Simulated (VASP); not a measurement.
Wanted: the native input for a VASP 6.6.1 run.

* Task: relaxation of cell and atoms
* Functional: PBE
* Potentials or basis: VASP PAW PBE potentials, release 64 (Hg, Te)
* Cutoff: 600 eV
* k mesh: 6 × 6 × 6
* Occupations: fermi-dirac, width 0.02 eV
* Spin: no spin polarisation
* Dipole correction: no
* Further INCAR settings: ALGO = Normal; EDIFF = 1e-06; IBRION = 2; EDIFFG = -0.005; NSW = 80; ISIF = 3

The structure of HgTe lies in POSCAR:

```
HgTe
1.0
    3.5112480381      0.0000000000      0.0000000000
    0.0000000000      3.5112480381      0.0000000000
    0.0000000000      0.0000000000      3.5112480381
Hg Te
1 1
Direct
    0.0000000000      0.0000000000      0.0000000000
    0.5000000000      0.5000000000      0.5000000000
```

The input as run:

INCAR

```
SYSTEM = HgTe
ALGO = Normal ; EDIFF = 1E-6
EDIFFG = -0.005 ; ENCUT = 600
GGA = PE ; IBRION = 2
ISIF = 3 ; ISMEAR = -1
LASPH = .True. ; LCHARG = .False.
LREAL = .False. ; LWAVE = .False.
NELM = 60 ; NSW = 80
PREC = Accurate ; SIGMA = 0.02
```

KPOINTS

```
k-points
0
Gamma
  6 6 6
  0 0 0
```

Potentials or basis: VASP PAW PBE potentials, release 64 (Hg, Te).

Launch:

```sh
$ cat potpaw_PBE.64/Hg/POTCAR potpaw_PBE.64/Te/POTCAR > POTCAR
$ mpirun -np 1 vasp_std > vasp.out
```

Results of the run:

| Item | Value |
| --- | --- |
| Relaxed volume | 27.65 Å³/atom |
| Relaxed cell | a = 3.810 Å, b = 3.810 Å, c = 3.810 Å, α = 90.00°, β = 90.00°, γ = 90.00° |
| Space group after relaxing (to 0.05 Å) | Pm-3m (No. 221) |
| Energy gained by relaxing | 306.4 meV/atom |
| Ionic steps | 4 |
| Pressure after relaxing | 0.0 GPa |
| Band gap on the k mesh | zero (band 9 reaches 5.29 eV, above the bottom of band 10 at 3.52 eV) |

Caveat: the volume moved by over 15 % at a fixed basis, so the end points are rough; spin-orbit coupling is left out, which moves the levels of the heavy elements.

It took 66 s on 1 thread of Intel Xeon 8259CL, on a shared host, peak memory 0.17 GiB.
